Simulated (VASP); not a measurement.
Wanted: the native input for a VASP 6.6.1 run.

- Task: single point
- Functional: PBE
- Potentials or basis: VASP PAW PBE potentials, release 64 (Cd, S)
- Cutoff: 500 eV
- k mesh: 4 × 4 × 4, shifted
- Occupations: fermi-dirac, width 0.01 eV
- Spin: no spin polarisation
- Dipole correction: no
- Further INCAR settings: ALGO = Normal; EDIFF = 1e-06; NBANDS = 26

The structure of CdS lies in POSCAR:

```
CdS
1.0
    4.1638921228     -0.0000000309      0.0000000000
   -2.0819460346      3.6060363724      0.0000000000
    0.0000000000      0.0000000000      6.7675066400
Cd S
2 2
Direct
    0.6727039193      0.3270731603      0.4987143807
    0.3270731603      0.6727039193      0.9987143807
    0.6634163922      0.3368065281      0.8782856193
    0.3368065281      0.6634163922      0.3782856193
```

One way to write it, as run:

INCAR

```
SYSTEM = CdS
PREC = Accurate
ENCUT = 500
EDIFF = 1E-6
ISMEAR = -1
SIGMA = 0.01
LREAL = .False.
LASPH = .True.
NELM = 120
ALGO = Normal
ISIF = 2
LWAVE = .False.
LCHARG = .False.
GGA = PE
NBANDS = 26
GGA_COMPAT = .False.
```

KPOINTS

```
Automatic mesh
0
Gamma
  4 4 4
  0.5 0.5 0.5
```

Potentials or basis: VASP PAW PBE potentials, release 64 (Cd, S).

Command:

```console
$ cat potpaw_PBE.64/Cd/POTCAR potpaw_PBE.64/S/POTCAR > POTCAR
$ mpirun -np 1 vasp_std > vasp.out
```

Results of the run:

The pressure is 1.7 GPa, the largest force is 0.128 eV/Å and the band gap on the k mesh is 2.27 eV.

Caveat: a shifted mesh leaves out Γ, where band edges can lie.

It took 99 s on 1 thread of Intel(R) Xeon(R) Platinum 8488C (Sapphire Rapids), with other jobs on the host, peak memory 0.25 GiB.
